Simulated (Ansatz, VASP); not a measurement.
## One calculation of Ta, two programs

```xyz
5
Lattice="4.6002 0.0000 0.0000 -2.3001 3.9839 0.0000 0.0000 0.0000 19.7561" Properties=species:S:1:pos:R:3 pbc="T T T"
Ta    3.4502    0.6640    8.2374
Ta   -1.1501    3.3199    9.0022
Ta    1.1501    1.9920    9.8780
Ta    3.4502    0.6640   10.7539
Ta   -1.1501    3.3199   11.5187
```

Alike in both runs: task single point; functional LDA; k mesh 10 × 10 × 1; occupations fermi-dirac, width 0.05 eV; no spin polarisation.

|  | VASP | Ansatz |
| --- | --- | --- |
| version | VASP 6.6.1 | Ansatz 0.2.0 |
| potentials or method | VASP PAW LDA potentials, release 64 (Ta_sv_GW) | PAW with Ansatz's default frozen-core files, scalar-relativistic |
| plane-wave cutoff (eV) | 400 | 420 |
| valence electrons in the cell | 65 | 65 |

VASP gave:

```
rms of the force components (eV/Å) : 0.024
```

Question: What did Ansatz give for the same quantities?

Answer: rms of the force components (eV/Å): 0.002.

LDA's correlation is that of Perdew and Zunger in VASP and of Perdew and Wang (1992) in Ansatz. Atom by atom the forces differ by 0.024 eV/Å (rms over components). Ansatz's warnings: structure snapped to symmetry.

Spin-orbit coupling is off throughout.
